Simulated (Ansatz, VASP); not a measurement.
**BAs in VASP and in Ansatz**

```
B As
1.0
     0.00000    2.38850    2.34073
     2.38850    0.00000    2.34073
     2.38850    2.38850    0.00000
B As
1 1
Direct
  0.00000 0.00000 0.00000
  0.25000 0.25000 0.25000
```

Change from the starting cell: z stretched by -2 %, ions relaxed.

Alike in both runs: functional PBE; k mesh 16 × 16 × 16; occupations fermi-dirac, width 0.02 eV; no spin polarisation.

Ansatz relaxed the structure, and its values are those at the end. VASP's run is a single point on that final structure, the one shown.

```csv
,VASP,Ansatz
version,VASP 6.6.1,Ansatz 0.2.0
potentials or method,"VASP PAW PBE potentials, release 64 (B, As)","plane-wave PAW, scalar-relativistic"
plane-wave cutoff (eV),520,420
valence electrons in the cell,8,18
```

|  | VASP | Ansatz | Ansatz less VASP |
| --- | --- | --- | --- |
| gap on the k mesh at the Fermi level (eV) | 0.86 | 0.87 | +0.009 |
| pressure (GPa) | 6.5 | 5.8 | -0.73 |

With one functional, cell and mesh, what is left measures potentials, basis and numerics. VASP's potentials hold 8 valence electrons a cell and Ansatz's 18, so a difference there can come from the potentials and not from the codes. Ansatz's warnings: stress scf threshold loose.
